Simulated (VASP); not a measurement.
Runs of VASP 6.6.1 on Hf. The structure is that of space group Fm-3m (No. 225), or close to it. The cells are those of the table. 

```tsv
cell	gap on the mesh (eV)	pressure (GPa)
a = 3.171 Å, angles 60.0°, 1 atom	none	(b)
a = 3.140 Å, angles 60.0°, 1 atom	none	-1.9
a = 3.108 Å, angles 60.0°, 1 atom	none	1.4
a = 3.201 Å, angles 60.0°, 1 atom	none	(a)
a = 3.075 Å, angles 60.0°, 1 atom	none	5.2
```

Alike in all rows: task single point; level PBEsol; potentials or basis VASP PAW PBE potentials, release 64 (Hf_pv); no spin polarisation; k mesh 11 × 11 × 11; cutoff (eV) 520; smearing fermi-dirac 0.1 eV.

Q: Fill in the values left out.

A: (a) -7.3; (b) -4.8.

Caveats: the PAW data sets were made with another functional, which shifts forces and pressure a little; spin-orbit coupling is left out, which moves the levels of the heavy elements.

A k mesh can miss the band edges, and the runs leave out spin-orbit coupling on Hf.

A gap of «none» marks levels without a gap at the run's occupations.
